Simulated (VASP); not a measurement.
# Ir (R-3m) in VASP: electric field gradients with PBE

Aim: the electric field gradients of Ir with PBE.

All numbers are computed with VASP 6.6.1; they aren't measurements. Logs are shortened: lines on timing, memory, paths and dates and some standing lists are left out, and cuts for length are marked.

### 1 The cell of the first run

The structure is trigonal, space group R-3m (No. 166). The conventional cell has a = 3.715 Å, b = 3.715 Å, c = 9.101 Å, α = 90.00°, β = 90.00°, γ = 120.00°. Ir (site symmetry 3m) has 4 Ir at 2.14 to 2.32 Å within 2.8 Å.

### 2 Electric field gradients, PBE (shortest bond scaled by 0.94)

File INCAR:

```
PREC = Accurate
ENCUT = 420
EDIFF = 1E-8
ISMEAR = -1
SIGMA = 0.05
LREAL = False
LASPH = True
NELM = 120
ALGO = Normal
ISIF = 2
LWAVE = False
LCHARG = False
GGA = PE
LEFG = True
NBANDS = 24
GGA_COMPAT = False
```

File KPOINTS:

```
Automatic mesh
0
Gamma
  10 10 10
```

File POSCAR:

```
Ir
1.0
    0.0000000000      2.6272165707      2.6272165707
    2.6272165707      0.0000000000      2.6272165707
    2.6272165707      2.6272165707      0.0000000000
Ir
2
Direct
   -0.1475000000     -0.1175000000     -0.1175000000
    0.1475000000      0.1175000000      0.1175000000
```

Potentials or basis: VASP PAW PBE potentials, release 64 (Ir_sv_GW).

On the command line:

```sh
$ cat potpaw_PBE.64/Ir_sv_GW/POTCAR > POTCAR
$ mpirun -np 1 vasp_std > vasp.out
```

OUTCAR:

```text
PREC = Accurate
   ENCUT = 420
   EDIFF = 1E-8
   ISMEAR = -1
   LREAL = False
   LASPH = True
   NELM = 120
   ISIF = 2
   GGA = PE

 ion  position               nearest neighbor table
   1  0.852  0.883  0.883-   2 2.14   2 2.32   2 2.32   2 2.32
   2  0.148  0.117  0.117-   1 2.14   1 2.32   1 2.32   1 2.32

  LATTYP: Found a face centered cubic cell.
 ALAT       =     5.2544331414

  Lattice vectors:

 A1 = (   0.0000000000,   2.6272165707,   2.6272165707)
 A2 = (   2.6272165707,   0.0000000000,   2.6272165707)
 A3 = (   2.6272165707,   2.6272165707,   0.0000000000)

Analysis of symmetry for initial positions (statically):
=====================================================================
 Subroutine PRICEL returns:
 Original cell was already a primitive cell.

 Routine SETGRP: Setting up the symmetry group for a
 face centered cubic supercell.

 Subroutine GETGRP returns: Found 12 space group operations
 (whereof  4 operations were pure point group operations)
 out of a pool of 48 trial point group operations.

The static configuration has the point symmetry C_2h.
 The point group associated with its full space group is D_3d.

Analysis of symmetry for dynamics (positions and initial velocities):
=====================================================================
 Subroutine PRICEL returns:
 Original cell was already a primitive cell.

 Routine SETGRP: Setting up the symmetry group for a
 face centered cubic supercell.

 Subroutine GETGRP returns: Found 12 space group operations
 (whereof  4 operations were pure point group operations)
 out of a pool of 48 trial point group operations.

The dynamic configuration has the point symmetry C_2h.
 The point group associated with its full space group is D_3d.

 Subroutine INISYM returns: Found 12 space group operations
 (whereof  4 operations are pure point group operations),
 and found     1 'primitive' translations

----------------------------------------------------------------------------------------

                                     Primitive cell

  volume of cell :      36.2675

  direct lattice vectors                    reciprocal lattice vectors
     0.000000000  2.627216571  2.627216571    -0.190315487  0.190315487  0.190315487
     2.627216571  0.000000000  2.627216571     0.190315487 -0.190315487  0.190315487
     2.627216571  2.627216571  0.000000000     0.190315487  0.190315487 -0.190315487

  length of vectors
     3.715445306  3.715445306  3.715445306     0.329636092  0.329636092  0.329636092

  position of ions in fractional coordinates (direct lattice)
     0.852500000  0.882500000  0.882500000
     0.147500000  0.117500000  0.117500000

  ion indices of the primitive-cell ions
   primitive index   ion index
                 1           1
                 2           2

----------------------------------------------------------------------------------------

 KPOINTS: Automatic mesh

Automatic generation of k-mesh.
 Grid dimensions read from file:
 generate k-points for:   10   10   10

 Generating k-lattice:

  Cartesian coordinates                     Fractional coordinates (reciprocal lattice)
    -0.019031549  0.019031549  0.019031549     0.100000000  0.000000000  0.000000000
     0.019031549 -0.019031549  0.019031549     0.000000000  0.100000000  0.000000000
     0.019031549  0.019031549 -0.019031549     0.000000000  0.000000000  0.100000000

  Length of vectors
     0.032963609  0.032963609  0.032963609

  Shift w.r.t. Gamma in fractional coordinates (k-lattice)
     0.000000000  0.000000000  0.000000000

 Subroutine IBZKPT returns following result:
 ===========================================

 Found    116 irreducible k-points:

 Following reciprocal coordinates:
            Coordinates               Weight
  0.000000  0.000000  0.000000      1.000000
  0.100000  0.000000  0.000000      2.000000
  0.000000  0.100000  0.000000      6.000000
  0.200000  0.000000  0.000000      2.000000
  0.000000  0.200000  0.000000      6.000000
  0.300000  0.000000  0.000000      2.000000
[... 16 lines left out ...]
  0.000000  0.500000  0.100000     12.000000
  0.100000  0.000000  0.500000      6.000000
 [... further k-points ...]
   k-points           NKPTS =    116   k-points in BZ     NKDIM =    116   number of bands    NBANDS=     24
   number of dos      NEDOS =    301   number of ions     NIONS =      2
   total plane-waves  NPLWV =  21952
   dimension x,y,z NGX =    28 NGY =   28 NGZ =   28
   dimension x,y,z NGXF=    56 NGYF=   56 NGZF=   56
   ions per type =               2
   NGX,Y,Z   is equivalent  to a cutoff of  12.53, 12.53, 12.53 a.u.
   NGXF,Y,Z  is equivalent  to a cutoff of  25.06, 25.06, 25.06 a.u.
 SYSTEM =  unknown system
   PREC   = accura    normal or accurate (medium, high low for compatibility)
   ISTART =      0    job   : 0-new  1-cont  2-samecut
   ICHARG =      2    charge: 1-file 2-atom 10-const
   ISPIN  =      1    spin polarized calculation?
   LNONCOLLINEAR =      F non collinear calculations
   LSORBIT =      F    spin-orbit coupling
   LASPH  =      T    aspherical Exc in radial PAW
   ENCUT  =  420.0 eV  30.87 Ry    5.56 a.u.   6.21  6.21  6.21*2*pi/ulx,y,z
   NELM   =    120;   NELMIN=  2; NELMDL= -5     # of ELM steps
   EDIFF  = 0.1E-07   stopping-criterion for ELM
   LREAL  =      F    real-space projection
   EDIFFG = 0.1E-06   stopping-criterion for IOM
   NSW    =      0    number of steps for IOM
   IBRION =     -1    ionic relax: 0-MD 1-quasi-New 2-CG
   NFREE  =      0    steps in history (QN), initial steepest desc. (CG)
   ISIF   =      2    stress and relaxation
   ISYM   =      2    0-nonsym 1-usesym 2-fastsym
   POTIM  = 0.5000    time-step for ionic-motion
   TEBEG  =    0.0;   TEEND  =   0.0 temperature during run
   PSTRESS=    0.0 pullay stress
   NELECT =      34.0000    total number of electrons
   NUPDOWN=      -1.0000    fix difference up-down
   EMIN   =  10.00;   EMAX   =-10.00  energy-range for DOS
   EFERMI =   0.00;   METHOD = LEGACY
   ISMEAR =    -1;   SIGMA  =   0.05  broadening in eV -4-tet -1-fermi 0-gaus
   EFERMI_NEDOS =   21; number of points for ismear=-14 and -15
   IALGO  =     38    algorithm
   IMIX   =      4    mixing-type and parameters
     AMIX     =   0.40;   BMIX     =  1.00
     AMIX_MAG =   1.60;   BMIX_MAG =  1.00
  volume/ion in A,a.u.               =      18.13       122.37
  Fermi-wavevector in a.u.,A,eV,Ry     =   1.602244  3.027802 34.928675  2.567185
  Thomas-Fermi vector in A             =   2.699095
   LORBIT       =      0    0 simple, 1 ext, 2 COOP (PROOUT), +10 PAW based schemes
   GGA     = PE    functional components
   LHFCALC =     F    Hartree Fock is set to
   AEXX    =    0.0000 exact exchange contribution
   IVDW    =     0    specifies the selected vdW correction
   LEPSILON=     F    determine dielectric tensor
   LRPA    =     F    only Hartree local field effects (RPA)
 non-spin polarized calculation
  energy-cutoff  :      420.00
  volume of cell :       36.27
 maximum number of plane-waves:       725
 NGX is ok and might be reduce to    28
   NGX = 13   NGY = 13   NGZ = 13

 number of electron      34.0000000 magnetization

 Free energy of the ion-electron system (eV)
  ---------------------------------------------------
  ext. energy  EPLUGINS =         0.00000000
  ---------------------------------------------------
  free energy    TOTEN  =       -15.58210700 eV

  energy without entropy =      -15.56612953  energy(sigma->0) =      -15.57411826

 E-fermi :   9.3967     XC(G=0): -12.5449

 val. band max:        9.3947299893   @ k =   0.0000   0.4000   0.1000
 cond. band min:       9.4065319661   @ k =   0.0000  -0.4000   0.3000
 fundamental gap:      0.0118019767
 Fermi energy:         9.3967223434

 k-point     1 :       0.0000    0.0000    0.0000
  band No.  band energies     occupation
      1     -84.2242      2.00000
      2     -83.7768      2.00000
      3     -42.1571      2.00000
      4     -41.2617      2.00000
      5     -41.2617      2.00000
      6     -40.5120      2.00000
[... 16 lines left out ...]
     23      22.3989      0.00000
     24      22.3989      0.00000

 k-point     2 :       0.1000    0.0000    0.0000
  band No.  band energies     occupation
      1     -84.2135      2.00000
      2     -83.7879      2.00000
      3     -42.1435      2.00000
      4     -41.2871      2.00000
      5     -41.2871      2.00000
      6     -40.4848      2.00000
[... 16 lines left out ...]
     23      22.4900      0.00000
     24      22.6918      0.00000
[... 565 lines left out ...]
     23      19.4670      0.00000
     24      24.0604      0.00000

 k-point    24 :       0.1000    0.0000    0.5000
  band No.  band energies     occupation
      1     -84.1403      2.00000
      2     -83.8625      2.00000
      3     -42.1808      2.00000
      4     -41.3833      2.00000
      5     -41.3319      2.00000
      6     -40.5070      2.00000
[... 16 lines left out ...]
     23      19.7464      0.00000
     24      24.3352      0.00000

 [... further k-points ...]
[... 5 lines left out ...]
  --------------------------------------------------------------------------------------
  -------------------------------------------------------------------------------------
  Total       11.6214966     11.6214966     11.6214966     -3.7430469      3.7430469     -3.7430469
  in kB      513.3990029    513.3990029    513.3990029   -165.3553427    165.3553427   -165.3553427
  external PRESSURE =     513.3990029 kB  Pullay stress =       0.0000000 kB

 VOLUME and BASIS-vectors are now :
 -----------------------------------------------------------------------------
  energy-cutoff  :      420.00
  volume of cell :       36.27
      direct lattice vectors                 reciprocal lattice vectors
     0.000000000  2.627216571  2.627216571    -0.190315487  0.190315487  0.190315487
     2.627216571  0.000000000  2.627216571     0.190315487 -0.190315487  0.190315487
     2.627216571  2.627216571  0.000000000     0.190315487  0.190315487 -0.190315487

 POSITION                                       TOTAL-FORCE (eV/Angst)
 -----------------------------------------------------------------------------------
      4.63704      4.55822      4.55822        -2.764909      2.764909      2.764909
      0.61740      0.69621      0.69621         2.764909     -2.764909     -2.764909
 -----------------------------------------------------------------------------------
    total drift:                               -0.000000     -0.000000      0.000000

  FREE ENERGIE OF THE ION-ELECTRON SYSTEM (eV)
  ---------------------------------------------------
  free  energy   TOTEN  =       -15.5821070037 eV

  energy  without entropy=      -15.5661295262  energy(sigma->0) =      -15.57411826

 Electric field gradients (V/A^2)
---------------------------------------------------------------------
 ion       V_xx      V_yy      V_zz      V_xy      V_xz      V_yz
---------------------------------------------------------------------
   1       0.000    -0.000    -0.000   -22.309   -22.309    22.309
   2       0.000    -0.000    -0.000   -22.309   -22.309    22.309
---------------------------------------------------------------------

 Electric field gradients after diagonalization (V/A^2)
 (convention: |V_zz| > |V_xx| > |V_yy|)
----------------------------------------------------------------------
 ion       V_xx      V_yy      V_zz     asymmetry (V_yy - V_xx)/ V_zz
----------------------------------------------------------------------
   1     -22.309   -22.309    44.619       0.000
   2     -22.309   -22.309    44.619       0.000
----------------------------------------------------------------------

           NMR quadrupolar parameters

 Cq : quadrupolar parameter    Cq=e*Q*V_zz/h
 eta: asymmetry parameters     (V_yy - V_xx)/ V_zz
 Q  : nuclear electric quadrupole moment in mb (millibarn)
----------------------------------------------------------------------
 ion       Cq(MHz)       eta       Q (mb)
----------------------------------------------------------------------
   1       0.108       0.000       1.000
   2       0.108       0.000       1.000
----------------------------------------------------------------------
```

It took 58 s on 1 thread of Intel Xeon Platinum 8488C (Sapphire Rapids), shared host; peak memory 0.2 GiB.

What came out:

| Quantity | Value |
| --- | --- |
| Free energy | -15.5821 eV |
| Pressure | 51.3 GPa |
| Largest force | 4.789 eV/Å |
| Band gap on the k mesh | zero (bands 17 and 18 overlap by 1.76 eV) |
| Largest electric field gradient by atom | Ir +44.6 V/Å² |

Forces in eV/Å, atoms in the order of the input:
```
Ir  -2.765  2.765  2.765
Ir   2.765 -2.765 -2.765
```

Stress tensor (GPa, compression positive):
```
 51.34 -16.54 -16.54
-16.54  51.34  16.54
-16.54  16.54  51.34
```

Electric field gradients, principal values (V/Å²):
| atom | least | middle | greatest (by size) |
| --- | --- | --- | --- |
| 1 Ir | -22.309 | -22.309 | 44.619 |
| 2 Ir | -22.309 | -22.309 | 44.619 |

Caveat: the cell differs from its parent crystal (shortest bond scaled by 0.94); the cell stands under pressure; without QUAD_EFG the Cq values of the log hold for a quadrupole moment of 1 mb, not for the nuclei; spin-orbit coupling is left out, which moves the levels of the heavy elements; forces of over 1 eV/Å act on the atoms, so gaps and moduli don't describe the material at rest.
